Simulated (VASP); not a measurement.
Input of a VASP 6.6.1 run:

The input POSCAR:

```
Al
1.0
    2.9530781191      0.0000000000      0.0000000000
   -1.4765390595      2.5574406705      0.0000000000
    0.0000000000      0.0000000000      4.8668500000
Al
2
Direct
    0.6666666667      0.3333333333      0.7500000000
    0.3333333333      0.6666666667      0.2500000000
```

Contents of INCAR.step1:

```
SYSTEM = Al
PREC     = Accurate       ! precision mode
ENCUT    = 520            ! plane-wave cutoff, eV
ISMEAR   = 0              ! smearing method
SIGMA    = 0.15           ! smearing width, eV
LREAL    = .False.        ! projectors in reciprocal space
LASPH    = .True.         ! aspherical terms in the spheres
NELM     = 100            ! most SCF steps
NBANDS   = 10             ! bands
GGA      = PE             ! functional
ALGO     = Normal         ! electronic algorithm
EDIFF    = 1E-4           ! SCF threshold, eV
LWAVE    = .True.         ! write WAVECAR
LCHARG   = .False.        ! write CHGCAR
```

Contents of INCAR.step2:

```
SYSTEM = Al
PREC     = Accurate       ! precision mode
ENCUT    = 520            ! plane-wave cutoff, eV
EDIFF    = 1E-6           ! SCF threshold, eV
ISMEAR   = 0              ! smearing method
SIGMA    = 0.15           ! smearing width, eV
LREAL    = .False.        ! projectors in reciprocal space
LASPH    = .True.         ! aspherical terms in the spheres
NELM     = 100            ! most SCF steps
ALGO     = Normal         ! electronic algorithm
ISIF     = 2              ! what is computed and relaxed
LWAVE    = .False.        ! write WAVECAR
LCHARG   = .False.        ! write CHGCAR
METAGGA  = R2SCAN         ! meta-GGA
LMIXTAU  = .True.       
NBANDS   = 10             ! bands
ISTART   = 1
```

KPOINTS

```
Automatic mesh
0
Gamma
  18 18 10
  0 0 0
```

Potentials or basis: VASP PAW PBE potentials, release 64 (Al).

The run is started by

```sh
$ cat potpaw_PBE.64/Al/POTCAR > POTCAR
$ cp INCAR.step1 INCAR
$ mpirun -np 1 vasp_std > vasp.out
$ cp INCAR.step2 INCAR
$ mpirun -np 1 vasp_std > vasp.out
```

Estimate the band gap on the k mesh.

zero (band 3 reaches 11.04 eV, above the bottom of band 4 at 3.72 eV).

What does it give for the pressure?

-9.1 GPa.

Stress tensor (GPa, compression positive):
```
-9.09  0.00  0.00
 0.00 -9.09  0.00
 0.00  0.00 -9.19
```

Caveat: the cell differs from its parent crystal (strain +0.050 along x and y, +0.000 along z); the PAW data sets were made with another functional, which shifts forces and pressure a little.
